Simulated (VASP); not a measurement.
# ZrC in VASP: a series of runs

ZrC is run at these levels: PBEsol; tasks: single point.

Program: VASP 6.6.1. These are calculated values, not measurements. Logs are shortened: lines on timing, memory, paths and dates and some standing lists are left out, and cuts for length are marked.

### 1 The cell of the first run

It takes space group R-3m (No. 166, trigonal). The conventional cell has a = 3.374 Å, b = 3.374 Å, c = 7.897 Å, α = 90.00°, β = 90.00°, γ = 120.00°. Within 3.1 Å of Zr (site symmetry -3m) lie 6 C at 2.35 Å. C (site symmetry -3m) has 6 Zr at 2.35 Å within 3.1 Å.

### 2 Single point, PBEsol (equal xy, yz and zx shear strains of -3 %)

The input, INCAR:

```
SYSTEM = ZrC
PREC     = Accurate       ! precision mode
ENCUT    = 520            ! plane-wave cutoff, eV
EDIFF    = 1E-6           ! SCF threshold, eV
ISMEAR   = -1             ! smearing method
SIGMA    = 0.05           ! smearing width, eV
LREAL    = .False.        ! projectors in reciprocal space
LASPH    = .True.         ! aspherical terms in the spheres
NELM     = 60             ! most SCF steps
ALGO     = Normal         ! electronic algorithm
ISIF     = 2              ! what is computed and relaxed
LWAVE    = .False.        ! write WAVECAR
LCHARG   = .True.         ! write CHGCAR
GGA      = PS             ! functional
LELF     = .True.         ! ELF
LVHAR    = .True.       
NBANDS   = 15             ! bands
```

The input, KPOINTS:

```
Automatic mesh
0
Gamma
  15 15 15
  0 0 0
```

The input, POSCAR:

```
ZrC
1.0
   -0.0705063000      2.3149568500      2.3149568500
    2.3149568500     -0.0705063000      2.3149568500
    2.3149568500      2.3149568500     -0.0705063000
Zr C
1 1
Direct
    0.5000000000      0.5000000000      0.5000000000
    0.0000000000      0.0000000000      0.0000000000
```

Potentials or basis: VASP PAW PBE potentials, release 64 (Zr_sv, C).

Command:

```bash
$ cat potpaw_PBE.64/Zr_sv/POTCAR potpaw_PBE.64/C/POTCAR > POTCAR
$ mpirun -np 1 vasp_std > vasp.out
```

OUTCAR:

```text
SYSTEM = ZrC
   PREC = Accurate
   ENCUT = 520
   EDIFF = 1E-6
   ISMEAR = -1
   LREAL = .False.
   LASPH = .True.
   NELM = 60
   ISIF = 2
   GGA = PS

 ion  position               nearest neighbor table
   1  0.500  0.500  0.500-   2 2.35   2 2.35   2 2.35   2 2.35   2 2.35   2 2.35
   2  0.000  0.000  0.000-   1 2.35   1 2.35   1 2.35   1 2.35   1 2.35   1 2.35

  LATTYP: Found a trigonal (rhomboedric) cell.
 ALAT       =     3.2746025061
 COS(alpha) =     0.4693254694

  Lattice vectors:

 A1 = (  -0.0705063000,   2.3149568500,   2.3149568500)
 A2 = (   2.3149568500,  -0.0705063000,   2.3149568500)
 A3 = (   2.3149568500,   2.3149568500,  -0.0705063000)

Analysis of symmetry for initial positions (statically):
=====================================================================
 Subroutine PRICEL returns:
 Original cell was already a primitive cell.

 Routine SETGRP: Setting up the symmetry group for a
 trigonal (rhombohedral) supercell.

 Subroutine GETGRP returns: Found 12 space group operations
 (whereof 12 operations were pure point group operations)
 out of a pool of 12 trial point group operations.

The static configuration has the point symmetry D_3d.

Analysis of symmetry for dynamics (positions and initial velocities):
=====================================================================
 Subroutine PRICEL returns:
 Original cell was already a primitive cell.

 Routine SETGRP: Setting up the symmetry group for a
 trigonal (rhombohedral) supercell.

 Subroutine GETGRP returns: Found 12 space group operations
 (whereof 12 operations were pure point group operations)
 out of a pool of 12 trial point group operations.

The dynamic configuration has the point symmetry D_3d.

 Subroutine INISYM returns: Found 12 space group operations
 (whereof 12 operations are pure point group operations),
 and found     1 'primitive' translations

----------------------------------------------------------------------------------------

                                     Primitive cell

  volume of cell :      25.9450

  direct lattice vectors                    reciprocal lattice vectors
    -0.070506300  2.314956850  2.314956850    -0.206361620  0.212844184  0.212844184
     2.314956850 -0.070506300  2.314956850     0.212844184 -0.206361620  0.212844184
     2.314956850  2.314956850 -0.070506300     0.212844184  0.212844184 -0.206361620

  length of vectors
     3.274602506  3.274602506  3.274602506     0.364952616  0.364952616  0.364952616

  position of ions in fractional coordinates (direct lattice)
     0.500000000  0.500000000  0.500000000
     0.000000000  0.000000000  0.000000000

  ion indices of the primitive-cell ions
   primitive index   ion index
                 1           1
                 2           2

----------------------------------------------------------------------------------------

 KPOINTS: Automatic mesh

Automatic generation of k-mesh.
 Grid dimensions read from file:
 generate k-points for:   15   15   15

 Generating k-lattice:

  Cartesian coordinates                     Fractional coordinates (reciprocal lattice)
    -0.013757441  0.014189612  0.014189612     0.066666667  0.000000000  0.000000000
     0.014189612 -0.013757441  0.014189612     0.000000000  0.066666667  0.000000000
     0.014189612  0.014189612 -0.013757441     0.000000000  0.000000000  0.066666667

  Length of vectors
     0.024330174  0.024330174  0.024330174

  Shift w.r.t. Gamma in fractional coordinates (k-lattice)
     0.000000000  0.000000000  0.000000000

 Subroutine IBZKPT returns following result:
 ===========================================

 Found    344 irreducible k-points:

 Following reciprocal coordinates:
            Coordinates               Weight
  0.000000  0.000000  0.000000      1.000000
  0.066667  0.000000 -0.000000      6.000000
  0.133333 -0.000000 -0.000000      6.000000
  0.200000 -0.000000 -0.000000      6.000000
  0.266667 -0.000000 -0.000000      6.000000
  0.333333 -0.000000 -0.000000      6.000000
[... 16 lines left out ...]
  0.133333  0.133333 -0.000000      6.000000
  0.200000  0.133333 -0.000000     12.000000
 [... further k-points ...]
   k-points           NKPTS =    344   k-points in BZ     NKDIM =    344   number of bands    NBANDS=     15
   number of dos      NEDOS =    301   number of ions     NIONS =      2
   total plane-waves  NPLWV =  13824
   dimension x,y,z NGX =    24 NGY =   24 NGZ =   24
   dimension x,y,z NGXF=    48 NGYF=   48 NGZF=   48
   ions per type =               1   1
   NGX,Y,Z   is equivalent  to a cutoff of  12.18, 12.18, 12.18 a.u.
   NGXF,Y,Z  is equivalent  to a cutoff of  24.37, 24.37, 24.37 a.u.
 SYSTEM =  ZrC
   PREC   = accura    normal or accurate (medium, high low for compatibility)
   ISTART =      0    job   : 0-new  1-cont  2-samecut
   ICHARG =      2    charge: 1-file 2-atom 10-const
   ISPIN  =      1    spin polarized calculation?
   LNONCOLLINEAR =      F non collinear calculations
   LSORBIT =      F    spin-orbit coupling
   LASPH  =      T    aspherical Exc in radial PAW
   ENCUT  =  520.0 eV  38.22 Ry    6.18 a.u.   6.09  6.09  6.09*2*pi/ulx,y,z
   NELM   =     60;   NELMIN=  2; NELMDL= -5     # of ELM steps
   EDIFF  = 0.1E-05   stopping-criterion for ELM
   LREAL  =      F    real-space projection
   EDIFFG = 0.1E-04   stopping-criterion for IOM
   NSW    =      0    number of steps for IOM
   IBRION =     -1    ionic relax: 0-MD 1-quasi-New 2-CG
   NFREE  =      0    steps in history (QN), initial steepest desc. (CG)
   ISIF   =      2    stress and relaxation
   ISYM   =      2    0-nonsym 1-usesym 2-fastsym
   POTIM  = 0.5000    time-step for ionic-motion
   TEBEG  =    0.0;   TEEND  =   0.0 temperature during run
   PSTRESS=    0.0 pullay stress
   NELECT =      16.0000    total number of electrons
   NUPDOWN=      -1.0000    fix difference up-down
   EMIN   =  10.00;   EMAX   =-10.00  energy-range for DOS
   EFERMI =   0.00;   METHOD = LEGACY
   ISMEAR =    -1;   SIGMA  =   0.05  broadening in eV -4-tet -1-fermi 0-gaus
   EFERMI_NEDOS =   21; number of points for ismear=-14 and -15
   IALGO  =     38    algorithm
   IMIX   =      4    mixing-type and parameters
     AMIX     =   0.40;   BMIX     =  1.00
     AMIX_MAG =   1.60;   BMIX_MAG =  1.00
  volume/ion in A,a.u.               =      12.97        87.54
  Fermi-wavevector in a.u.,A,eV,Ry     =   1.393468  2.633272 26.419140  1.941752
  Thomas-Fermi vector in A             =   2.517111
   LORBIT       =      0    0 simple, 1 ext, 2 COOP (PROOUT), +10 PAW based schemes
   GGA     = PS    functional components
   LHFCALC =     F    Hartree Fock is set to
   AEXX    =    0.0000 exact exchange contribution
   IVDW    =     0    specifies the selected vdW correction
   LEPSILON=     F    determine dielectric tensor
   LRPA    =     F    only Hartree local field effects (RPA)
 non-spin polarized calculation
  energy-cutoff  :      520.00
  volume of cell :       25.95
 maximum number of plane-waves:       718
   NGX = 13   NGY = 13   NGZ = 13

 number of electron      16.0000000 magnetization

 Free energy of the ion-electron system (eV)
  ---------------------------------------------------
  ext. energy  EPLUGINS =         0.00000000
  ---------------------------------------------------
  free energy    TOTEN  =       -20.53586637 eV

  energy without entropy =      -20.53320064  energy(sigma->0) =      -20.53453351

 E-fermi :   9.5069     XC(G=0): -12.2842

 val. band max:        9.4881114203   @ k =   0.4667   0.4000  -0.0000
 cond. band min:       9.5138864317   @ k =  -0.4667   0.4667   0.0000
 fundamental gap:      0.0257750113
 Fermi energy:         9.5069060351

 k-point     1 :       0.0000    0.0000    0.0000
  band No.  band energies     occupation
      1     -38.4742      2.00000
      2     -16.2282      2.00000
      3     -16.2282      2.00000
      4     -16.1807      2.00000
      5      -1.7845      2.00000
      6      10.3449      0.00000
      7      10.3449      0.00000
      8      10.3725      0.00000
      9      10.3725      0.00000
     10      10.6349      0.00000
     11      10.9412      0.00000
     12      12.3361      0.00000
     13      12.3361      0.00000
     14      16.8377      0.00000
     15      19.9116      0.00000

 k-point     2 :       0.0667    0.0000   -0.0000
  band No.  band energies     occupation
      1     -38.4700      2.00000
      2     -16.2649      2.00000
      3     -16.2306      2.00000
      4     -16.1878      2.00000
      5      -1.6833      2.00000
      6       9.5152      0.91735
      7       9.7091      0.03444
      8      10.0397      0.00005
      9      10.6643      0.00000
     10      10.9472      0.00000
     11      11.2106      0.00000
     12      12.8855      0.00000
     13      12.9132      0.00000
     14      17.0474      0.00000
     15      20.1751      0.00000

 k-point     3 :       0.1333   -0.0000   -0.0000
  band No.  band energies     occupation
      1     -38.4580      2.00000
      2     -16.3740      2.00000
      3     -16.2375      2.00000
      4     -16.2010      2.00000
      5      -1.3914      2.00000
      6       8.5077      2.00000
      7       8.8854      1.99999
      8       9.2295      1.99224
      9      10.9763      0.00000
     10      11.3202      0.00000
     11      11.6181      0.00000
     12      14.0014      0.00000
     13      14.0214      0.00000
     14      17.5865      0.00000
     15      20.8951      0.00000
[... 343 lines left out ...]
 k-point    23 :       0.1333    0.1333   -0.0000
  band No.  band energies     occupation
      1     -38.4513      2.00000
      2     -16.3566      2.00000
      3     -16.2796      2.00000
      4     -16.2418      2.00000
      5      -1.2866      2.00000
      6       7.8380      2.00000
      7       9.2653      1.98420
      8       9.4696      1.35637
      9       9.9501      0.00028
     10      12.1776      0.00000
     11      12.4953      0.00000
     12      12.6147      0.00000
     13      14.6962      0.00000
     14      18.1739      0.00000
     15      21.3122      0.00000

 k-point    24 :       0.2000    0.1333   -0.0000
  band No.  band energies     occupation
      1     -38.4376      2.00000
      2     -16.4653      2.00000
      3     -16.2898      2.00000
      4     -16.2637      2.00000
      5      -0.9938      2.00000
      6       7.1518      2.00000
      7       8.6872      2.00000
      8       9.2035      1.99538
      9      10.0165      0.00008
     10      12.4955      0.00000
     11      12.7225      0.00000
     12      13.5248      0.00000
     13      15.3919      0.00000
     14      18.9027      0.00000
     15      22.0890      0.00000

 [... further k-points ...]

------------------------ aborting loop because EDIFF is reached ----------------------------------------

  FORCE on cell =-STRESS in cart. coord.  units (eV):
  Direction    XX          YY          ZZ          XY          YZ          ZX
  --------------------------------------------------------------------------------------
  -------------------------------------------------------------------------------------
  Total       -0.6589017     -0.6589017     -0.6589017      0.7048315      0.7048315      0.7048315
  in kB      -40.6890337    -40.6890337    -40.6890337     43.5253261     43.5253261     43.5253261
  external PRESSURE =     -40.6890337 kB  Pullay stress =       0.0000000 kB

 VOLUME and BASIS-vectors are now :
 -----------------------------------------------------------------------------
  energy-cutoff  :      520.00
  volume of cell :       25.95
      direct lattice vectors                 reciprocal lattice vectors
    -0.070506300  2.314956850  2.314956850    -0.206361620  0.212844184  0.212844184
     2.314956850 -0.070506300  2.314956850     0.212844184 -0.206361620  0.212844184
     2.314956850  2.314956850 -0.070506300     0.212844184  0.212844184 -0.206361620

 POSITION                                       TOTAL-FORCE (eV/Angst)
 -----------------------------------------------------------------------------------
      2.27970      2.27970      2.27970        -0.000000      0.000000     -0.000000
      0.00000      0.00000      0.00000         0.000000     -0.000000      0.000000
 -----------------------------------------------------------------------------------
    total drift:                               -0.000000     -0.000000      0.000000

  FREE ENERGIE OF THE ION-ELECTRON SYSTEM (eV)
  ---------------------------------------------------
  free  energy   TOTEN  =       -20.5358663731 eV

  energy  without entropy=      -20.5332006443  energy(sigma->0) =      -20.53453351
```

Run time: 1.7 min. Hardware: 1 thread of AMD EPYC 9R45 (Zen 5), shared host; peak memory 0.21 GiB.

What came out:

* Free energy: -20.5359 eV
* Pressure: -4.1 GPa
* Band gap on the k mesh: zero (bands 8 and 9 overlap by 1.08 eV)

Levels at points of the mesh, in eV from the Fermi level:
```tsv
k point	band 6	band 7	band 8	band 9	band 10	band 11
(0.00, 0.00, 0.00)	0.84	0.84	0.87	0.87	1.13	1.43
```

Caveat: the cell differs from its parent crystal (equal xy, yz and zx shear strains of -3 %); the cell stands under tension; the PAW data sets were made with another functional, which shifts forces and pressure a little.

[end of part 1 of 2]
